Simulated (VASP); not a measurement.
# Ag2B3 (P-3m1) in VASP: further runs

The runs below take Ag2B3 through single point, relaxation of cell and atoms, with PBE.

All numbers are computed with VASP 6.6.1; they aren't measurements. Logs are shortened: lines on timing, memory, paths and dates and some standing lists are left out, and cuts for length are marked.

### Step 1. The cell of the first run

The structure is trigonal, space group P-3m1 (No. 164). The conventional cell has a = 2.963 Å, b = 2.963 Å, c = 7.799 Å, α = 90.00°, β = 90.00°, γ = 120.00°. Within 3.1 Å of Ag (site symmetry 3m) lie 7 B at 2.35 to 2.80 Å and 6 Ag at 2.96 Å. Within 3.1 Å of B (site symmetry -3m) lie 6 Ag at 2.35 Å and 6 B at 2.96 Å. Within 2.4 Å of B (site symmetry 3m) lie 3 B at 1.72 Å and 1 Ag at 2.36 Å.

### Step 2. Single point, PBE

The input, INCAR:

```
SYSTEM = Ag2B3
PREC     = Accurate       ! precision mode
ENCUT    = 520            ! plane-wave cutoff, eV
EDIFF    = 1E-7           ! SCF threshold, eV
ISMEAR   = 0              ! smearing method
SIGMA    = 0.1            ! smearing width, eV
LREAL    = .FALSE.        ! projectors in reciprocal space
LASPH    = .TRUE.         ! aspherical terms in the spheres
NELM     = 100            ! most SCF steps
ALGO     = Normal         ! electronic algorithm
ISIF     = 2              ! what is computed and relaxed
LWAVE    = .FALSE.        ! write WAVECAR
LCHARG   = .FALSE.        ! write CHGCAR
GGA      = PE             ! functional
NBANDS   = 24             ! bands
```

The input, KPOINTS:

```
regular mesh
0
G
  12 12 6
  0 0 0
```

The input, POSCAR:

```
Ag2B3
1.0
    2.9632594000      0.0000000000      0.0000000000
   -1.4816297000      2.5662579184      0.0000000000
    0.0000000000      0.0000000000      7.7992199143
Ag B
2 3
Direct
    0.3333333333      0.6666666667      0.2069742816
    0.6666666667      0.3333333333      0.7930257184
    0.0000000000      0.0000000000      0.0000000000
    0.3333333333      0.6666666667      0.5093548782
    0.6666666667      0.3333333333      0.4906451218
```

Potentials or basis: VASP PAW PBE potentials, release 64 (Ag, B).

On the command line:

```
> cat potpaw_PBE.64/Ag/POTCAR potpaw_PBE.64/B/POTCAR > POTCAR
> mpirun -np 1 vasp_std > vasp.out
```

OUTCAR:

```text
SYSTEM = Ag2B3
   PREC = Accurate
   ENCUT = 520
   EDIFF = 1E-7
   ISMEAR = 0
   LREAL = .FALSE.
   LASPH = .TRUE.
   NELM = 100
   ISIF = 2
   GGA = PE

 ion  position               nearest neighbor table
   1  0.333  0.667  0.207-   3 2.35   3 2.35   3 2.35   4 2.36   5 2.80   5 2.80   5 2.80
   2  0.667  0.333  0.793-   3 2.35   3 2.35   3 2.35   5 2.36   4 2.80   4 2.80   4 2.80
   3  0.000  0.000  0.000-   1 2.35   2 2.35   1 2.35   2 2.35   2 2.35   1 2.35
   4  0.333  0.667  0.509-   5 1.72   5 1.72   5 1.72   1 2.36   2 2.80   2 2.80   2 2.80
   5  0.667  0.333  0.491-   4 1.72   4 1.72   4 1.72   2 2.36   1 2.80   1 2.80   1 2.80

  LATTYP: Found a hexagonal cell.
 ALAT       =     2.9632594000
 C/A-ratio  =     2.6319733987

  Lattice vectors:

 A1 = (   2.9632594000,   0.0000000000,   0.0000000000)
 A2 = (  -1.4816297000,   2.5662579184,   0.0000000000)
 A3 = (   0.0000000000,   0.0000000000,   7.7992199143)

Analysis of symmetry for initial positions (statically):
=====================================================================
 Subroutine PRICEL returns:
 Original cell was already a primitive cell.

 Routine SETGRP: Setting up the symmetry group for a
 hexagonal supercell.

 Subroutine GETGRP returns: Found 12 space group operations
 (whereof 12 operations were pure point group operations)
 out of a pool of 24 trial point group operations.

The static configuration has the point symmetry D_3d.

Analysis of symmetry for dynamics (positions and initial velocities):
=====================================================================
 Subroutine PRICEL returns:
 Original cell was already a primitive cell.

 Routine SETGRP: Setting up the symmetry group for a
 hexagonal supercell.

 Subroutine GETGRP returns: Found 12 space group operations
 (whereof 12 operations were pure point group operations)
 out of a pool of 24 trial point group operations.

The dynamic configuration has the point symmetry D_3d.

 Subroutine INISYM returns: Found 12 space group operations
 (whereof 12 operations are pure point group operations),
 and found     1 'primitive' translations

----------------------------------------------------------------------------------------

                                     Primitive cell

  volume of cell :      59.3091

  direct lattice vectors                    reciprocal lattice vectors
     2.963259400  0.000000000  0.000000000     0.337466237  0.194836223  0.000000000
    -1.481629700  2.566257918  0.000000000     0.000000000  0.389672446  0.000000000
     0.000000000  0.000000000  7.799219914     0.000000000  0.000000000  0.128217951

  length of vectors
     2.963259400  2.963259400  7.799219914     0.389672446  0.389672446  0.128217951

  position of ions in fractional coordinates (direct lattice)
     0.333333333  0.666666667  0.206974282
     0.666666667  0.333333333  0.793025718
     0.000000000  0.000000000  0.000000000
     0.333333333  0.666666667  0.509354878
     0.666666667  0.333333333  0.490645122

  ion indices of the primitive-cell ions
   primitive index   ion index
                 1           1
                 2           2
                 3           3
                 4           4
                 5           5

----------------------------------------------------------------------------------------

 KPOINTS: regular mesh

Automatic generation of k-mesh.
 Grid dimensions read from file:
 generate k-points for:   12   12    6

 Generating k-lattice:

  Cartesian coordinates                     Fractional coordinates (reciprocal lattice)
     0.028122186  0.016236352  0.000000000     0.083333333  0.000000000  0.000000000
     0.000000000  0.032472704  0.000000000     0.000000000  0.083333333  0.000000000
     0.000000000  0.000000000  0.021369659     0.000000000  0.000000000  0.166666667

  Length of vectors
     0.032472704  0.032472704  0.021369659

  Shift w.r.t. Gamma in fractional coordinates (k-lattice)
     0.000000000  0.000000000  0.000000000

 Subroutine IBZKPT returns following result:
 ===========================================

 Found    100 irreducible k-points:

 Following reciprocal coordinates:
            Coordinates               Weight
  0.000000  0.000000  0.000000      1.000000
  0.083333 -0.000000  0.000000      6.000000
  0.166667  0.000000  0.000000      6.000000
  0.250000 -0.000000  0.000000      6.000000
  0.333333 -0.000000  0.000000      6.000000
  0.416667  0.000000  0.000000      6.000000
[... 16 lines left out ...]
  0.166667  0.000000  0.166667      6.000000
  0.000000  0.166667  0.166667      6.000000
 [... further k-points ...]
   k-points           NKPTS =    100   k-points in BZ     NKDIM =    100   number of bands    NBANDS=     24
   number of dos      NEDOS =    301   number of ions     NIONS =      5
   total plane-waves  NPLWV =  34560
   dimension x,y,z NGX =    24 NGY =   24 NGZ =   60
   dimension x,y,z NGXF=    48 NGYF=   48 NGZF=  120
   ions per type =               2   3
   NGX,Y,Z   is equivalent  to a cutoff of  13.46, 13.46, 12.79 a.u.
   NGXF,Y,Z  is equivalent  to a cutoff of  26.93, 26.93, 25.58 a.u.
 SYSTEM =  Ag2B3
   PREC   = accura    normal or accurate (medium, high low for compatibility)
   ISTART =      0    job   : 0-new  1-cont  2-samecut
   ICHARG =      2    charge: 1-file 2-atom 10-const
   ISPIN  =      1    spin polarized calculation?
   LNONCOLLINEAR =      F non collinear calculations
   LSORBIT =      F    spin-orbit coupling
   LASPH  =      T    aspherical Exc in radial PAW
   ENCUT  =  520.0 eV  38.22 Ry    6.18 a.u.   5.51  5.51 14.50*2*pi/ulx,y,z
   NELM   =    100;   NELMIN=  2; NELMDL= -5     # of ELM steps
   EDIFF  = 0.1E-06   stopping-criterion for ELM
   LREAL  =      F    real-space projection
   EDIFFG = 0.1E-05   stopping-criterion for IOM
   NSW    =      0    number of steps for IOM
   IBRION =     -1    ionic relax: 0-MD 1-quasi-New 2-CG
   NFREE  =      0    steps in history (QN), initial steepest desc. (CG)
   ISIF   =      2    stress and relaxation
   ISYM   =      2    0-nonsym 1-usesym 2-fastsym
   POTIM  = 0.5000    time-step for ionic-motion
   TEBEG  =    0.0;   TEEND  =   0.0 temperature during run
   PSTRESS=    0.0 pullay stress
   NELECT =      31.0000    total number of electrons
   NUPDOWN=      -1.0000    fix difference up-down
   EMIN   =  10.00;   EMAX   =-10.00  energy-range for DOS
   EFERMI =   0.00;   METHOD = LEGACY
   ISMEAR =     0;   SIGMA  =   0.10  broadening in eV -4-tet -1-fermi 0-gaus
   EFERMI_NEDOS =   21; number of points for ismear=-14 and -15
   IALGO  =     38    algorithm
   IMIX   =      4    mixing-type and parameters
     AMIX     =   0.40;   BMIX     =  1.00
     AMIX_MAG =   1.60;   BMIX_MAG =  1.00
  volume/ion in A,a.u.               =      11.86        80.05
  Fermi-wavevector in a.u.,A,eV,Ry     =   1.318727  2.492033 23.661101  1.739042
  Thomas-Fermi vector in A             =   2.448676
   LORBIT       =      0    0 simple, 1 ext, 2 COOP (PROOUT), +10 PAW based schemes
   GGA     = PE    functional components
   LHFCALC =     F    Hartree Fock is set to
   AEXX    =    0.0000 exact exchange contribution
   IVDW    =     0    specifies the selected vdW correction
   LEPSILON=     F    determine dielectric tensor
   LRPA    =     F    only Hartree local field effects (RPA)
 non-spin polarized calculation
 Gauss-broadening in eV      SIGMA  =   0.10
  energy-cutoff  :      520.00
  volume of cell :       59.31
 maximum number of plane-waves:      1637
 NGX is ok and might be reduce to    24
   NGX = 11   NGY = 11   NGZ = 29

 number of electron      31.0000007 magnetization

 Free energy of the ion-electron system (eV)
  ---------------------------------------------------
  ext. energy  EPLUGINS =         0.00000000
  ---------------------------------------------------
  free energy    TOTEN  =       -21.36722918 eV

  energy without entropy =      -21.35395698  energy(sigma->0) =      -21.36059308

 E-fermi :   6.9939     XC(G=0): -11.8078

 val. band max:        6.9866054030   @ k =   0.3333   0.0833   0.5000
 cond. band min:       6.9940791077   @ k =   0.4167   0.1667   0.3333
 fundamental gap:      0.0074737048
 Fermi energy:         6.9939278766

 k-point     1 :       0.0000    0.0000    0.0000
  band No.  band energies     occupation
      1      -4.5702      2.00000
      2      -2.8472      2.00000
      3      -0.3289      2.00000
      4       0.8213      2.00000
      5       1.0698      2.00000
      6       1.6114      2.00000
[... 16 lines left out ...]
     23      17.1859      0.00000
     24      18.4571      0.00000

 k-point     2 :       0.0833   -0.0000    0.0000
  band No.  band energies     occupation
      1      -4.4433      2.00000
      2      -2.7496      2.00000
      3      -0.1568      2.00000
      4       0.8939      2.00000
      5       1.0967      2.00000
      6       1.5545      2.00000
[... 16 lines left out ...]
     23      16.8130      0.00000
     24      18.6982      0.00000

 k-point     3 :       0.1667    0.0000    0.0000
  band No.  band energies     occupation
      1      -4.0684      2.00000
      2      -2.4722      2.00000
      3       0.2891      2.00000
      4       1.0376      2.00000
      5       1.1387      2.00000
      6       1.4758      2.00000
[... 16 lines left out ...]
     23      17.7253      0.00000
     24      19.2973      0.00000

 k-point     4 :       0.2500   -0.0000    0.0000
  band No.  band energies     occupation
      1      -3.4615      2.00000
      2      -2.0639      2.00000
      3       0.6061      2.00000
      4       0.8880      2.00000
      5       1.1210      2.00000
      6       1.6180      2.00000
[... 16 lines left out ...]
     23      18.1789      0.00000
     24      18.4495      0.00000

 k-point     5 :       0.3333   -0.0000    0.0000
  band No.  band energies     occupation
      1      -2.6502      2.00000
      2      -1.6117      2.00000
      3       0.5127      2.00000
      4       0.6124      2.00000
      5       0.9703      2.00000
      6       1.4324      2.00000
[... 16 lines left out ...]
     23      17.0450      0.00000
     24      17.1599      0.00000

 k-point     6 :       0.4167    0.0000    0.0000
  band No.  band energies     occupation
      1      -1.6916      2.00000
      2      -1.2378      2.00000
      3       0.3060      2.00000
      4       0.4068      2.00000
      5       0.7457      2.00000
      6       0.9068      2.00000
[... 16 lines left out ...]
     23      15.5705      0.00000
     24      16.6740      0.00000
[... 379 lines left out ...]
 k-point    21 :       0.0833   -0.0000    0.1667
  band No.  band energies     occupation
      1      -4.4078      2.00000
      2      -2.8567      2.00000
      3      -0.0675      2.00000
      4       0.8825      2.00000
      5       1.2004      2.00000
      6       1.5588      2.00000
[... 16 lines left out ...]
     23      16.9147      0.00000
     24      18.6130      0.00000

 k-point    22 :       0.0000    0.0833    0.1667
  band No.  band energies     occupation
      1      -4.4080      2.00000
      2      -2.8555      2.00000
      3      -0.0720      2.00000
      4       0.8800      2.00000
      5       1.1853      2.00000
      6       1.5771      2.00000
[... 16 lines left out ...]
     23      16.9102      0.00000
     24      18.6164      0.00000

 k-point    23 :       0.1667    0.0000    0.1667
  band No.  band energies     occupation
      1      -4.0364      2.00000
      2      -2.5617      2.00000
      3       0.3501      2.00000
      4       1.0404      2.00000
      5       1.2250      2.00000
      6       1.4244      2.00000
[... 16 lines left out ...]
     23      17.7262      0.00000
     24      19.2304      0.00000

 k-point    24 :       0.0000    0.1667    0.1667
  band No.  band energies     occupation
      1      -4.0380      2.00000
      2      -2.5521      2.00000
      3       0.3120      2.00000
      4       0.9901      2.00000
      5       1.1400      2.00000
      6       1.5518      2.00000
[... 16 lines left out ...]
     23      17.7235      0.00000
     24      19.1979      0.00000

 [... further k-points ...]

------------------------ aborting loop because EDIFF is reached ----------------------------------------

  FORCE on cell =-STRESS in cart. coord.  units (eV):
  Direction    XX          YY          ZZ          XY          YZ          ZX
  --------------------------------------------------------------------------------------
  -------------------------------------------------------------------------------------
  Total       -0.0362965     -0.0362965      0.0191658      0.0000000      0.0000000      0.0000000
  in kB       -0.9805138     -0.9805138      0.5177466      0.0000000      0.0000000      0.0000000
  external PRESSURE =      -0.4810937 kB  Pullay stress =       0.0000000 kB

 VOLUME and BASIS-vectors are now :
 -----------------------------------------------------------------------------
  energy-cutoff  :      520.00
  volume of cell :       59.31
      direct lattice vectors                 reciprocal lattice vectors
     2.963259400  0.000000000  0.000000000     0.337466237  0.194836223  0.000000000
    -1.481629700  2.566257918  0.000000000     0.000000000  0.389672446  0.000000000
     0.000000000  0.000000000  7.799219914     0.000000000  0.000000000  0.128217951

 POSITION                                       TOTAL-FORCE (eV/Angst)
 -----------------------------------------------------------------------------------
     -0.00000      1.71084      1.61424         0.000000     -0.000000      0.004885
      1.48163      0.85542      6.18498        -0.000000      0.000000     -0.004885
      0.00000      0.00000      0.00000        -0.000000      0.000000      0.000000
     -0.00000      1.71084      3.97257         0.000000     -0.000000      0.002270
      1.48163      0.85542      3.82665        -0.000000      0.000000     -0.002270
 -----------------------------------------------------------------------------------
    total drift:                                0.000000     -0.000000     -0.000000

  FREE ENERGIE OF THE ION-ELECTRON SYSTEM (eV)
  ---------------------------------------------------
  free  energy   TOTEN  =       -21.3672291810 eV

  energy  without entropy=      -21.3539569786  energy(sigma->0) =      -21.36059308
```

It took 58 s on 1 thread of Intel Xeon 6975P-C (Granite Rapids), shared host; peak memory 0.26 GiB.

Results:

```yaml
Free_energy: -21.3672 eV
Pressure: 0.0 GPa
Largest_force: 0.005 eV/Å
Band_gap_on_the_k_mesh: zero (an odd number of electrons rules out a gap without spin polarisation)
```

Forces in eV/Å, atoms in the order of the input:
```
Ag   0.000  0.000  0.005
Ag   0.000  0.000 -0.005
B    0.000  0.000  0.000
B    0.000  0.000  0.002
B    0.000  0.000 -0.002
```

Stress tensor (GPa, compression positive):
```
-0.10  0.00  0.00
 0.00 -0.10  0.00
 0.00  0.00  0.05
```

Levels at points of the mesh, in eV from the Fermi level:
```csv
k point,band 11,band 12,band 13,band 14,band 15,band 16,band 17,band 18,band 19,band 20
"(0.00, 0.00, 0.00)",-4.57,-4.49,-4.49,-1.70,1.54,1.54,1.83,4.81,4.81,7.82
"(0.50, 0.00, 0.00)",-3.76,-3.74,-2.87,-2.43,-0.97,-0.67,0.26,3.31,4.16,4.73
"(0.00, 0.00, 0.50)",-4.53,-4.52,-4.52,-3.22,1.52,1.52,3.72,4.85,4.85,6.21
"(0.50, 0.00, 0.50)",-3.75,-3.74,-2.50,-1.76,-1.02,-0.86,1.10,2.49,3.16,4.15
```

[end of part 1 of 2]
